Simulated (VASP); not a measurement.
## LiCl: single point with PBE

LiCl:

```
Li Cl
1.0
     3.27112    0.00000    0.00000
     0.00000    3.27112    0.00000
     0.00000    0.00000    3.27112
Li Cl
1 1
Direct
  0.00000 0.00000 0.00000
  0.50000 0.50000 0.50000
```

```yaml
Program: VASP 6.6.1
Task: single point
Functional: PBE
Potentials_or_basis: VASP PAW PBE potentials, release 64 (Li_sv, Cl)
Cutoff: 520 eV
k_mesh: 4 × 4 × 4
Occupations: gaussian, width 0.01 eV
Spin: no spin polarisation
```

The band gap on the k mesh is 4.42 eV, indirect (least direct gap 5.21 eV).

Levels at points of the mesh, in eV from the valence-band top:
| k point | band 3 | band 4 | band 5 | band 6 | band 7 | band 8 |
| --- | --- | --- | --- | --- | --- | --- |
| (0.00, 0.00, 0.00) | -0.82 | -0.82 | -0.82 | 4.42 | 8.68 | 8.68 |
| (0.50, 0.00, 0.00) | -3.95 | -0.35 | -0.35 | 5.84 | 9.50 | 10.20 |
| (0.50, 0.50, 0.00) | -3.34 | -3.34 | 0.00 | 5.21 | 9.81 | 9.81 |
| (0.50, 0.50, 0.50) | -2.48 | -2.48 | -2.48 | 5.17 | 5.17 | 5.17 |

Wall time 2.3 s on 1 thread of AMD EPYC 9R45 96-Core Processor (Zen 5), with other jobs on the host, peak memory 0.1 GiB.

Caveat: the k points lie up to 0.48 Å⁻¹ apart. A k mesh can miss the band edges.
